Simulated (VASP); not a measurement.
# Nb (Pm-3m) in VASP: notebook

The runs below take Nb through single point, relaxation of cell and atoms, with r2SCAN, BLYP.

Program: VASP 6.6.1. These are calculated values, not measurements. Logs are shortened: lines on timing, memory, paths and dates and some standing lists are left out, and cuts for length are marked.

## Step 1: The cell of the first run

Symmetry: Pm-3m, No. 221, cubic system. Conventional cell: a = 2.720 Å, b = 2.720 Å, c = 2.720 Å, α = 90.00°, β = 90.00°, γ = 90.00°. Within 3.6 Å of Nb (site symmetry m-3m) lie 6 Nb at 2.72 Å.

## Step 2: Single point, r2SCAN

Contents of POSCAR:

```
Nb
1.0
    2.7196400000      0.0000000000      0.0000000000
    0.0000000000      2.7196400000      0.0000000000
    0.0000000000      0.0000000000      2.7196400000
Nb
1
Direct
    0.5000000000      0.5000000000      0.5000000000
```

Contents of INCAR.step1:

```
PREC     = Accurate       # precision mode
ENCUT    = 520            # plane-wave cutoff, eV
ISMEAR   = -1             # smearing method
SIGMA    = 0.05           # smearing width, eV
LREAL    = F              # projectors in reciprocal space
LASPH    = T              # aspherical terms in the spheres
NELM     = 60             # most SCF steps
NBANDS   = 12             # bands
GGA      = PE             # functional
ALGO     = Normal         # electronic algorithm
EDIFF    = 1E-4           # SCF threshold, eV
LWAVE    = T              # write WAVECAR
LCHARG   = F              # write CHGCAR
```

Contents of INCAR.step2:

```
PREC     = Accurate       # precision mode
ENCUT    = 520            # plane-wave cutoff, eV
EDIFF    = 1E-6           # SCF threshold, eV
ISMEAR   = -1             # smearing method
SIGMA    = 0.05           # smearing width, eV
LREAL    = F              # projectors in reciprocal space
LASPH    = T              # aspherical terms in the spheres
NELM     = 60             # most SCF steps
ALGO     = Normal         # electronic algorithm
ISIF     = 2              # what is computed and relaxed
LWAVE    = F              # write WAVECAR
LCHARG   = F              # write CHGCAR
METAGGA  = R2SCAN         # meta-GGA
LMIXTAU  = T            
NBANDS   = 12             # bands
ISTART   = 1
```

Contents of KPOINTS:

```
regular mesh
0
Gamma
  6 6 6
```

Potentials or basis: VASP PAW PBE potentials, release 64 (Nb_sv).

Started as:

```bash
$ cat potpaw_PBE.64/Nb_sv/POTCAR > POTCAR
$ cp INCAR.step1 INCAR
$ mpirun -np 1 vasp_std > vasp.out
$ cp INCAR.step2 INCAR
$ mpirun -np 1 vasp_std > vasp.out
```

OUTCAR:

```text
PREC = Accurate
   ENCUT = 520
   EDIFF = 1E-6
   ISMEAR = -1
   LREAL = F
   LASPH = T
   NELM = 60
   ISIF = 2
   METAGGA = R2SCAN
   ISTART = 1

 ion  position               nearest neighbor table
   1  0.500  0.500  0.500-

  LATTYP: Found a simple cubic cell.
 ALAT       =     2.7196400000

  Lattice vectors:

 A1 = (   2.7196400000,   0.0000000000,   0.0000000000)
 A2 = (   0.0000000000,   2.7196400000,   0.0000000000)
 A3 = (   0.0000000000,   0.0000000000,   2.7196400000)

Analysis of symmetry for initial positions (statically):
=====================================================================
 Subroutine PRICEL returns:
 Original cell was already a primitive cell.

 Routine SETGRP: Setting up the symmetry group for a
 simple cubic supercell.

 Subroutine GETGRP returns: Found 48 space group operations
 (whereof 48 operations were pure point group operations)
 out of a pool of 48 trial point group operations.

The static configuration has the point symmetry O_h .

Analysis of symmetry for dynamics (positions and initial velocities):
=====================================================================
 Subroutine PRICEL returns:
 Original cell was already a primitive cell.

 Routine SETGRP: Setting up the symmetry group for a
 simple cubic supercell.

 Subroutine GETGRP returns: Found 48 space group operations
 (whereof 48 operations were pure point group operations)
 out of a pool of 48 trial point group operations.

The dynamic configuration has the point symmetry O_h .

 Subroutine INISYM returns: Found 48 space group operations
 (whereof 48 operations are pure point group operations),
 and found     1 'primitive' translations

----------------------------------------------------------------------------------------

                                     Primitive cell

  volume of cell :      20.1157

  direct lattice vectors                    reciprocal lattice vectors
     2.719640000  0.000000000  0.000000000     0.367695724  0.000000000  0.000000000
     0.000000000  2.719640000  0.000000000     0.000000000  0.367695724  0.000000000
     0.000000000  0.000000000  2.719640000     0.000000000  0.000000000  0.367695724

  length of vectors
     2.719640000  2.719640000  2.719640000     0.367695724  0.367695724  0.367695724

  position of ions in fractional coordinates (direct lattice)
     0.500000000  0.500000000  0.500000000

  ion indices of the primitive-cell ions
   primitive index   ion index
                 1           1

----------------------------------------------------------------------------------------

 KPOINTS: regular mesh

Automatic generation of k-mesh.
 Grid dimensions read from file:
 generate k-points for:    6    6    6

 Generating k-lattice:

  Cartesian coordinates                     Fractional coordinates (reciprocal lattice)
     0.061282621  0.000000000  0.000000000     0.166666667  0.000000000  0.000000000
     0.000000000  0.061282621  0.000000000     0.000000000  0.166666667  0.000000000
     0.000000000  0.000000000  0.061282621     0.000000000  0.000000000  0.166666667

  Length of vectors
     0.061282621  0.061282621  0.061282621

  Shift w.r.t. Gamma in fractional coordinates (k-lattice)
     0.000000000  0.000000000  0.000000000

 Subroutine IBZKPT returns following result:
 ===========================================

 Found     20 irreducible k-points:

 Following reciprocal coordinates:
            Coordinates               Weight
  0.000000  0.000000  0.000000      1.000000
  0.166667  0.000000  0.000000      6.000000
  0.333333  0.000000  0.000000      6.000000
  0.500000  0.000000  0.000000      3.000000
  0.166667  0.166667  0.000000     12.000000
  0.333333  0.166667  0.000000     24.000000
[... 12 lines left out ...]
  0.500000  0.500000  0.333333      6.000000
  0.500000  0.500000  0.500000      1.000000
   k-points           NKPTS =     20   k-points in BZ     NKDIM =     20   number of bands    NBANDS=     12
   number of dos      NEDOS =    301   number of ions     NIONS =      1
   total plane-waves  NPLWV =   8000
   dimension x,y,z NGX =    20 NGY =   20 NGZ =   20
   dimension x,y,z NGXF=    40 NGYF=   40 NGZF=   40
   ions per type =               1
   NGX,Y,Z   is equivalent  to a cutoff of  12.23, 12.23, 12.23 a.u.
   NGXF,Y,Z  is equivalent  to a cutoff of  24.45, 24.45, 24.45 a.u.
 SYSTEM =  unknown system
   PREC   = accura    normal or accurate (medium, high low for compatibility)
   ISTART =      1    job   : 0-new  1-cont  2-samecut
   ICHARG =      0    charge: 1-file 2-atom 10-const
   ISPIN  =      1    spin polarized calculation?
   LNONCOLLINEAR =      F non collinear calculations
   LSORBIT =      F    spin-orbit coupling
   LASPH  =      T    aspherical Exc in radial PAW
   ENCUT  =  520.0 eV  38.22 Ry    6.18 a.u.   5.06  5.06  5.06*2*pi/ulx,y,z
   NELM   =     60;   NELMIN=  2; NELMDL=  0     # of ELM steps
   EDIFF  = 0.1E-05   stopping-criterion for ELM
   LREAL  =      F    real-space projection
   EDIFFG = 0.1E-04   stopping-criterion for IOM
   NSW    =      0    number of steps for IOM
   IBRION =     -1    ionic relax: 0-MD 1-quasi-New 2-CG
   NFREE  =      0    steps in history (QN), initial steepest desc. (CG)
   ISIF   =      2    stress and relaxation
   ISYM   =      2    0-nonsym 1-usesym 2-fastsym
   POTIM  = 0.5000    time-step for ionic-motion
   TEBEG  =    0.0;   TEEND  =   0.0 temperature during run
   PSTRESS=    0.0 pullay stress
   NELECT =      13.0000    total number of electrons
   NUPDOWN=      -1.0000    fix difference up-down
   EMIN   =  10.00;   EMAX   =-10.00  energy-range for DOS
   EFERMI =   0.00;   METHOD = LEGACY
   ISMEAR =    -1;   SIGMA  =   0.05  broadening in eV -4-tet -1-fermi 0-gaus
   EFERMI_NEDOS =   21; number of points for ismear=-14 and -15
   IALGO  =     38    algorithm
   IMIX   =      4    mixing-type and parameters
     AMIX     =   0.40;   BMIX     =  1.00
     AMIX_MAG =   1.60;   BMIX_MAG =  1.00
  volume/ion in A,a.u.               =      20.12       135.75
  Fermi-wavevector in a.u.,A,eV,Ry     =   1.415396  2.674710 27.257162  2.003345
  Thomas-Fermi vector in A             =   2.536839
   LORBIT       =      0    0 simple, 1 ext, 2 COOP (PROOUT), +10 PAW based schemes
   METAGGA = R2SCAN    functional components
   LHFCALC =     F    Hartree Fock is set to
   AEXX    =    0.0000 exact exchange contribution
   IVDW    =     0    specifies the selected vdW correction
   LEPSILON=     F    determine dielectric tensor
   LRPA    =     F    only Hartree local field effects (RPA)
 non-spin polarized calculation
  energy-cutoff  :      520.00
  volume of cell :       20.12
 maximum number of plane-waves:       554
   NGX = 11   NGY = 11   NGZ = 11

 number of electron      12.9999997 magnetization

 Free energy of the ion-electron system (eV)
  ---------------------------------------------------
  ext. energy  EPLUGINS =         0.00000000
  ---------------------------------------------------
  free energy    TOTEN  =       -23.83394432 eV

  energy without entropy =      -23.81787925  energy(sigma->0) =      -23.82591178

 E-fermi :   9.6651     XC(G=0): -12.8220

 val. band max:        9.6547260973   @ k =   0.5000   0.3333   0.1667
 cond. band min:      10.1784821846   @ k =   0.5000   0.0000   0.0000
 fundamental gap:      0.5237560873
 Fermi energy:         9.6650725161

 k-point     1 :       0.0000    0.0000    0.0000
  band No.  band energies     occupation
      1     -46.6247      2.00000
      2     -21.1520      2.00000
      3     -21.1520      2.00000
      4     -21.1520      2.00000
      5       3.8708      2.00000
      6       6.7821      2.00000
      7       6.7821      2.00000
      8      15.3015      0.00000
      9      15.3015      0.00000
     10      15.3015      0.00000
     11      25.3772      0.00000
     12      25.3772      0.00000

 k-point     2 :       0.1667    0.0000    0.0000
  band No.  band energies     occupation
      1     -46.5744      2.00000
      2     -21.5655      2.00000
      3     -21.1174      2.00000
      4     -21.1174      2.00000
      5       4.6281      2.00000
      6       6.9950      2.00000
      7       7.6990      2.00000
      8      14.2284      0.00000
      9      14.2284      0.00000
     10      15.3824      0.00000
     11      22.3929      0.00000
     12      26.9004      0.00000

 k-point     3 :       0.3333    0.0000    0.0000
  band No.  band energies     occupation
      1     -46.4718      2.00000
      2     -22.3388      2.00000
      3     -21.0473      2.00000
      4     -21.0473      2.00000
      5       6.1630      2.00000
      6       7.4617      2.00000
      7       9.6545      1.10554
      8      12.6191      0.00000
      9      12.6191      0.00000
     10      15.5488      0.00000
     11      19.7274      0.00000
     12      25.1613      0.00000
[... 226 lines left out ...]
 k-point    19 :       0.5000    0.5000    0.3333
  band No.  band energies     occupation
      1     -46.0809      2.00000
      2     -22.3219      2.00000
      3     -22.3219      2.00000
      4     -21.9407      2.00000
      5       6.8238      2.00000
      6       8.1776      2.00000
      7       8.1776      2.00000
      8      14.1229      0.00000
      9      17.4921      0.00000
     10      18.8930      0.00000
     11      21.3962      0.00000
     12      21.3962      0.00000

 k-point    20 :       0.5000    0.5000    0.5000
  band No.  band energies     occupation
      1     -46.0325      2.00000
      2     -22.2699      2.00000
      3     -22.2699      2.00000
      4     -22.2699      2.00000
      5       7.3573      2.00000
      6       7.3573      2.00000
      7       7.3573      2.00000
      8      17.4360      0.00000
      9      17.5500      0.00000
     10      17.5500      0.00000
     11      22.7010      0.00000
     12      22.7010      0.00000

------------------------ aborting loop because EDIFF is reached ----------------------------------------

  FORCE on cell =-STRESS in cart. coord.  units (eV):
  Direction    XX          YY          ZZ          XY          YZ          ZX
  --------------------------------------------------------------------------------------
  -------------------------------------------------------------------------------------
  Total        0.1667965      0.1667965      0.1667965      0.0000000      0.0000000     -0.0000000
  in kB       13.2850551     13.2850551     13.2850551      0.0000000      0.0000000     -0.0000000
  external PRESSURE =      13.2850551 kB  Pullay stress =       0.0000000 kB

 VOLUME and BASIS-vectors are now :
 -----------------------------------------------------------------------------
  energy-cutoff  :      520.00
  volume of cell :       20.12
      direct lattice vectors                 reciprocal lattice vectors
     2.719640000  0.000000000  0.000000000     0.367695724  0.000000000  0.000000000
     0.000000000  2.719640000  0.000000000     0.000000000  0.367695724  0.000000000
     0.000000000  0.000000000  2.719640000     0.000000000  0.000000000  0.367695724

 POSITION                                       TOTAL-FORCE (eV/Angst)
 -----------------------------------------------------------------------------------
      1.35982      1.35982      1.35982         0.000000      0.000000      0.000000
 -----------------------------------------------------------------------------------
    total drift:                                0.000000      0.000000      0.000000

  FREE ENERGIE OF THE ION-ELECTRON SYSTEM (eV)
  ---------------------------------------------------
  free  energy   TOTEN  =       -23.8339443165 eV

  energy  without entropy=      -23.8178792465  energy(sigma->0) =      -23.82591178
```

Run time: 13 s. Hardware: 1 thread of Intel Xeon 6975P-C, shared host; peak memory 0.13 GiB.

What came out:

| Property | Result |
| --- | --- |
| Free energy | -23.8339 eV |
| Pressure | 1.3 GPa |

Levels at points of the mesh, in eV from the Fermi level:
| k point | band 4 | band 5 | band 6 | band 7 | band 8 | band 9 | band 10 | band 11 |
| --- | --- | --- | --- | --- | --- | --- | --- | --- |
| (0.00, 0.00, 0.00) | -30.82 | -5.79 | -2.88 | -2.88 | 5.64 | 5.64 | 5.64 | 15.71 |
| (0.50, 0.00, 0.00) | -30.68 | -2.50 | -1.94 | 0.51 | 2.30 | 2.30 | 5.97 | 10.28 |
| (0.50, 0.50, 0.00) | -30.55 | -4.04 | -1.00 | 3.00 | 3.00 | 6.16 | 6.16 | 7.66 |
| (0.50, 0.50, 0.50) | -31.93 | -2.31 | -2.31 | -2.31 | 7.77 | 7.88 | 7.88 | 13.04 |

Caveat: the k points lie up to 0.39 Å⁻¹ apart; the PAW data sets were made with another functional, which shifts forces and pressure a little.

(Part 1 of 2 ends here.)
